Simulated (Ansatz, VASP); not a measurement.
## Two plane-wave programs on MnSb2

```
Mn Sb
1.0
     5.58553    0.00000    0.00000
     0.00000    5.58553    0.00000
     0.00000    0.00000    5.58553
Mn Sb
2 4
Direct
  0.00000 0.00000 0.00000
  0.50000 0.50000 0.50000
  0.25000 0.25000 0.25000
  0.25000 0.75000 0.75000
  0.75000 0.75000 0.25000
  0.75000 0.25000 0.75000
```

Alike in both runs: functional PBE; k mesh 4 × 4 × 4; occupations gaussian, width 0.1 eV; collinear spin.

Ansatz relaxed the structure, and its values are those at the end. VASP's run is a single point on that final structure, the one shown.

|  | VASP | Ansatz |
| --- | --- | --- |
| version | VASP 6.6.1 | Ansatz 0.2.0 |
| potentials or method | VASP PAW PBE potentials, release 64 (Mn_pv, Sb), cutoff 520 eV | scalar-relativistic, plane waves, PAW |
| valence electrons in the cell | 46 | 90 |

Ansatz gave:

```
gap on the k mesh at the Fermi level (eV)                     : none
pressure (GPa)                                                : 0.3
net moment per atom (μB)                                      : 0.41
size of the moment on the site where the two differ most (μB) : 1.81
```

Problem. Which values does VASP return?

Solution. gap on the k mesh at the Fermi level (eV): none; pressure (GPa): 0.0; net moment per atom (μB): 0.41; size of the moment on the site where the two differ most (μB): 1.88.

Site moments also hang on the region over which each program counts them. A gap of «none» marks a metal or a gap that the smearing closes. The functional is the same, so the differences come from potentials, cutoffs and numerics. VASP's potentials hold 46 valence electrons a cell and Ansatz's 90, so a difference there can come from the potentials and not from the codes.

Neither program's run includes spin-orbit coupling.
